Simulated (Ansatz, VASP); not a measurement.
## Co: VASP beside Ansatz

```
CELL_PARAMETERS angstrom
2.49539 0.00000 0.00000
-1.24770 2.16107 0.00000
0.00000 0.00000 4.03175
ATOMIC_POSITIONS crystal
Co 0.33333 0.66667 0.25000
Co 0.66667 0.33333 0.75000
```

Alike in both runs: task electric field gradients; functional PBE; k mesh 17 × 17 × 9; occupations fermi-dirac, width 0.05 eV; collinear spin.

|  | VASP | Ansatz |
| --- | --- | --- |
| version | VASP 6.6.1 | Ansatz 0.2.0 |
| potentials or method | VASP PAW PBE potentials, release 64 (Co), cutoff 520 eV | all-electron PAW with datasets made for the crystal, scalar-relativistic |

VASP gave:

- pressure (GPa): -0.7
- traceless stress, the component that is largest in VASP (GPa): -0.13
- net moment per atom (μB): 1.62
- size of the moment on the site where the two differ most (μB): 1.64
- size of Vzz on the site where it differs most (V/Å²): 3.2

Problem. Which values does Ansatz return?

Solution. Pressure (GPa): -0.1; traceless stress, the component that is largest in VASP (GPa): -0.01; net moment per atom (μB): 1.62; size of the moment on the site where the two differ most (μB): 1.70; size of Vzz on the site where it differs most (V/Å²): 2.6.

Site moments also hang on the region over which each program counts them. Ansatz ran all-electron here, and VASP with PAW potentials. Ansatz's warnings: band levels unverified.
